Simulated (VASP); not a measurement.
# CdTe (Fm-3m) in VASP: a series of runs, part 2 of 2

VASP 6.6.1.

## Step 3: Vibrations by perturbation theory, LDA

This run uses another cell than the first one, of 27.23 Å³/atom.

File INCAR:

```
SYSTEM = CdTe
ALGO     = Normal         ! electronic algorithm
EDIFF    = 1E-8           ! SCF threshold, eV
ENCUT    = 520            ! plane-wave cutoff, eV
GGA      = CA             ! functional
IBRION   = 8              ! ionic algorithm
ISIF     = 2              ! what is computed and relaxed
ISMEAR   = -1             ! smearing method
LASPH    = .TRUE.         ! aspherical terms in the spheres
LCHARG   = .FALSE.        ! write CHGCAR
LREAL    = .FALSE.        ! projectors in reciprocal space
LWAVE    = .FALSE.        ! write WAVECAR
NELM     = 60             ! most SCF steps
NSW      = 1              ! ionic steps
PREC     = Accurate       ! precision mode
SIGMA    = 0.15           ! smearing width, eV
```

File KPOINTS:

```
k-points
0
G
  12 12 12
  0 0 0
```

File POSCAR:

```
CdTe
1.0
    0.0000000000      3.0085000000      3.0085000000
    3.0085000000      0.0000000000      3.0085000000
    3.0085000000      3.0085000000      0.0000000000
Cd Te
1 1
Direct
    0.0000000000      0.0000000000      0.0000000000
    0.5000000000      0.5000000000      0.5000000000
```

Potentials or basis: VASP PAW LDA potentials, release 64 (Cd, Te).

Started as:

```sh
> cat potpaw_LDA.64/Cd/POTCAR potpaw_LDA.64/Te/POTCAR > POTCAR
> mpirun -np 1 vasp_std > vasp.out
```

OUTCAR:

```text
SYSTEM = CdTe
   EDIFF = 1E-8
   ENCUT = 520
   GGA = CA
   IBRION = 8
   ISIF = 2
   ISMEAR = -1
   LASPH = .TRUE.
   LREAL = .FALSE.
   NELM = 60
   NSW = 1
   PREC = Accurate

 ion  position               nearest neighbor table
   1  0.000  0.000  0.000-   2 3.01   2 3.01   2 3.01   2 3.01   2 3.01   2 3.01
   2  0.500  0.500  0.500-   1 3.01   1 3.01   1 3.01   1 3.01   1 3.01   1 3.01

  LATTYP: Found a face centered cubic cell.
 ALAT       =     6.0170000000

  Lattice vectors:

 A1 = (   0.0000000000,   3.0085000000,   3.0085000000)
 A2 = (   3.0085000000,   0.0000000000,   3.0085000000)
 A3 = (   3.0085000000,   3.0085000000,   0.0000000000)

Analysis of symmetry for initial positions (statically):
=====================================================================
 Subroutine PRICEL returns:
 Original cell was already a primitive cell.

 Routine SETGRP: Setting up the symmetry group for a
 face centered cubic supercell.

 Subroutine GETGRP returns: Found 48 space group operations
 (whereof 48 operations were pure point group operations)
 out of a pool of 48 trial point group operations.

The static configuration has the point symmetry O_h .

Analysis of symmetry for dynamics (positions and initial velocities):
=====================================================================
 Subroutine PRICEL returns:
 Original cell was already a primitive cell.

 Routine SETGRP: Setting up the symmetry group for a
 face centered cubic supercell.

 Subroutine GETGRP returns: Found 48 space group operations
 (whereof 48 operations were pure point group operations)
 out of a pool of 48 trial point group operations.

The dynamic configuration has the point symmetry O_h .

 Subroutine INISYM returns: Found 48 space group operations
 (whereof 48 operations are pure point group operations),
 and found     1 'primitive' translations

----------------------------------------------------------------------------------------

                                     Primitive cell

  volume of cell :      54.4603

  direct lattice vectors                    reciprocal lattice vectors
     0.000000000  3.008500000  3.008500000    -0.166195779  0.166195779  0.166195779
     3.008500000  0.000000000  3.008500000     0.166195779 -0.166195779  0.166195779
     3.008500000  3.008500000  0.000000000     0.166195779  0.166195779 -0.166195779

  length of vectors
     4.254661502  4.254661502  4.254661502     0.287859533  0.287859533  0.287859533

  position of ions in fractional coordinates (direct lattice)
     0.000000000  0.000000000  0.000000000
     0.500000000  0.500000000  0.500000000

  ion indices of the primitive-cell ions
   primitive index   ion index
                 1           1
[... 130 lines left out ...]
  band No.  band energies     occupation
      1      -7.7042      2.00000
      2      -4.1479      2.00000
      3      -4.1479      2.00000
      4      -4.1016      2.00000
      5      -4.1016      2.00000
      6      -4.1016      2.00000
      7       3.7031      1.94842
      8       3.7031      1.94842
      9       3.7031      1.94842
     10       4.5764      0.20122
     11      11.3442      0.00000
     12      11.3442      0.00000
     13      11.3442      0.00000
[... 354 lines left out ...]
  band No.  band energies     occupation
      1      -6.5599      2.00000
      2      -4.2923      2.00000
      3      -4.1866      2.00000
      4      -4.1296      2.00000
      5      -4.0032      2.00000
      6      -3.9519      2.00000
      7      -0.9299      2.00000
      8       2.5141      1.99998
      9       3.7410      1.93407
     10       6.4955      0.00000
     11       8.4856      0.00000
     12       8.9421      0.00000
     13      11.2571      0.00000

 [... further k-points ...]
[... 5 lines left out ...]
  --------------------------------------------------------------------------------------
  -------------------------------------------------------------------------------------
  Total       -0.6855479     -0.6855479     -0.6855479      0.0000000     -0.0000000      0.0000000
  in kB      -20.1682559    -20.1682559    -20.1682559      0.0000000     -0.0000000      0.0000000
  external PRESSURE =     -20.1682559 kB  Pullay stress =       0.0000000 kB

 VOLUME and BASIS-vectors are now :
 -----------------------------------------------------------------------------
  energy-cutoff  :      520.00
  volume of cell :       54.46
      direct lattice vectors                 reciprocal lattice vectors
     0.000000000  3.008500000  3.008500000    -0.166195779  0.166195779  0.166195779
     3.008500000  0.000000000  3.008500000     0.166195779 -0.166195779  0.166195779
     3.008500000  3.008500000  0.000000000     0.166195779  0.166195779 -0.166195779

 POSITION                                       TOTAL-FORCE (eV/Angst)
 -----------------------------------------------------------------------------------
      0.00000      0.00000      0.00000         0.000000      0.000000      0.000000
      3.00850      3.00850      3.00850        -0.000000     -0.000000     -0.000000
 -----------------------------------------------------------------------------------
    total drift:                                0.000000     -0.000000     -0.000000

  FREE ENERGIE OF THE ION-ELECTRON SYSTEM (eV)
  ---------------------------------------------------
  free  energy   TOTEN  =        -5.8479805219 eV

  energy  without entropy=       -5.7916923305  energy(sigma->0) =       -5.81983643

[... ionic steps 2 to 3 ...]

--------------------------------------- Ionic step        4  -------------------------------------------

------------------------ aborting loop because EDIFF is reached ----------------------------------------

[... ionic steps 5 to 6 ...]

--------------------------------------- Ionic step        7  -------------------------------------------

 Free energy of the ion-electron system (eV)
  ---------------------------------------------------
  ---------------------------------------------------
  free energy    TOTEN  =        -0.04737919 eV

  energy without entropy =       -0.04737918

------------------------ aborting loop because EDIFF is reached ----------------------------------------

 INTERNAL STRAIN TENSOR  FOR ION    2  DIRECTION 1   (eV/Angst):
 -----------------------------------------------------------------------------
    -0.03536 -0.00000  0.00000
     0.00000  0.02979  0.00000
    -0.00000  0.00000  0.02979

 INTERNAL STRAIN TENSOR FOR ION    2 for displacements in x,y,z  (eV/Angst):
          X           Y           Z          XY          YZ          ZX
  --------------------------------------------------------------------------------
  x     0.00000     0.00000     0.00000     0.00000     0.00000     0.00000
  y     0.00000     0.00000     0.00000     0.00000     0.00000     0.00000
  z     0.00000     0.00000     0.00000     0.00000     0.00000     0.00000

 SECOND DERIVATIVES (NOT SYMMETRIZED)
 ------------------------------------
               1X          1Y          1Z          2X          2Y          2Z
  1X    -1.331516    0.000000    0.000000    1.331516    0.000000    0.000000
  1Y     0.000000   -1.331516    0.000000    0.000000    1.331516    0.000000
  1Z     0.000000    0.000000   -1.331516    0.000000    0.000000    1.331516
  2X     1.358182    0.000000    0.000000   -1.358182    0.000000    0.000000
  2Y     0.000000    1.358182    0.000000    0.000000   -1.358182    0.000000
  2Z     0.000000    0.000000    1.358182    0.000000    0.000000   -1.358182

 Eigenvectors and eigenvalues of the dynamical matrix
 ----------------------------------------------------

   1 f  =    2.344457 THz    14.730659 2PiTHz   78.202675 cm-1     9.695892 meV
             X         Y         Z           dx          dy          dz
      0.000000  0.000000  0.000000    -0.000000   -0.725741    0.000000
      3.008500  3.008500  3.008500     0.000000    0.687968    0.000000
[... 21 lines left out ...]
   6 f/i=    0.011605 THz     0.072918 2PiTHz    0.387112 cm-1     0.047996 meV
             X         Y         Z           dx          dy          dz
      0.000000  0.000000  0.000000     0.622063   -0.292101    0.031837
      3.008500  3.008500  3.008500     0.656219   -0.308139    0.033585

--------------------------------------------------------------------------------------------------------

 ELASTIC MODULI CONTR FROM IONIC RELAXATION (kBar)
 Direction    XX          YY          ZZ          XY          YZ          ZX
 --------------------------------------------------------------------------------
 XX           0.0000      0.0000      0.0000      0.0000      0.0000      0.0000
 YY           0.0000      0.0000      0.0000      0.0000      0.0000      0.0000
 ZZ           0.0000      0.0000      0.0000      0.0000      0.0000      0.0000
 XY           0.0000      0.0000      0.0000      0.0000      0.0000      0.0000
 YZ           0.0000      0.0000      0.0000      0.0000      0.0000      0.0000
 ZX           0.0000      0.0000      0.0000      0.0000      0.0000      0.0000
 --------------------------------------------------------------------------------
```

Wall time 98 s (1 thread of Intel Xeon 6975P-C (Granite Rapids), shared host); peak memory 0.39 GiB.

What came out:

```yaml
Highest_phonon_frequency_at_Γ_LO-TO_splitting_left_out: 78 cm⁻¹
```

Phonon frequencies in cm⁻¹ (negative: imaginary):
```tsv
q point	frequencies
(0.000, 0.000, 0.000)	0 0 0 78 78 78
```

Caveat: the cell stands under pressure or tension, which shifts response properties; spin-orbit coupling is left out, which moves the levels of the heavy elements.
